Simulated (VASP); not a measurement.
Input of a VASP 6.6.1 run:

Contents of INCAR:

```
SYSTEM = Mg7I16
ALGO     = Normal         ! electronic algorithm
EDIFF    = 1E-7           ! SCF threshold, eV
ENCUT    = 520            ! plane-wave cutoff, eV
GGA      = PE             ! functional
ISIF     = 2              ! what is computed and relaxed
ISMEAR   = 0              ! smearing method
IVDW     = 12             ! dispersion correction
LASPH    = .True.         ! aspherical terms in the spheres
LCHARG   = .True.         ! write CHGCAR
LELF     = .True.         ! ELF
LREAL    = Auto         
LVHAR    = .True.       
LWAVE    = .False.        ! write WAVECAR
NBANDS   = 80             ! bands
NELM     = 80             ! most SCF steps
PREC     = Accurate       ! precision mode
SIGMA    = 0.05           ! smearing width, eV
```

The input KPOINTS:

```
k-points
0
Gamma
  2 2 2
  0 0 0
```

Contents of POSCAR:

```
Mg7I16
1.0
    0.0000000000      7.1432444434      6.8341755616
    0.0000000000     -7.1432444434      6.8341755616
    8.2483082046      0.0000000000     -6.8341755616
Mg I
7 16
Direct
    0.2389687697      0.2427128667      0.4999998664
    0.7610334541      0.7572886572      0.4999998664
    0.5000090296      0.9999882796      0.5000019274
    0.4999957247      0.4999993645     -0.0000042433
   -0.0000000995      0.0000041003      0.0000040008
    0.1314675198      0.6314690287      0.7629366949
    0.8685307404      0.3685323114      0.2370632803
    0.9077997360      0.0842584102      0.2387007070
    0.5343867705      0.2241119343      0.0198366739
    0.0145504016      0.7042757832     -0.0198364314
    0.6601270115      0.8747707931      0.7353390355
    0.7912795763      0.4693563917      0.5000001088
    0.2303141080      0.9486778769      0.4999996239
    0.4247880366      0.6394312582      0.2646608184
    0.1690985443      0.3455572963      0.7612989045
    0.7697017624      0.0513270742      0.4999996239
    0.3398745007      0.1252263794      0.2646632432
    0.8308878120      0.6544384394      0.2386923416
    0.4656104060      0.7758911220     -0.0198378863
    0.5752114488      0.3605626275      0.7353367320
    0.0921954277      0.9157462730      0.7613072698
    0.2087207267      0.5306446113      0.5000001088
    0.9854486145      0.2957293925      0.0198380075
```

Potentials or basis: VASP PAW PBE potentials, release 64 (Mg, I).

Launch:

```bash
$ cat potpaw_PBE.64/Mg/POTCAR potpaw_PBE.64/I/POTCAR > POTCAR
$ mpirun -np 1 vasp_std > vasp.out
```

Problem. Predict the largest force.

Solution. 0.047 eV/Å.

Problem. What does it give for the band gap on the k mesh?

Solution. Zero (bands 63 and 64 overlap by 0.07 eV).

Stress tensor (GPa, compression positive):
```
-0.65  0.00  0.00
 0.00 -0.11  0.21
 0.00  0.21  0.23
```

Caveat: the k points lie up to 0.37 Å⁻¹ apart; spin-orbit coupling is left out, which moves the levels of the heavy elements.
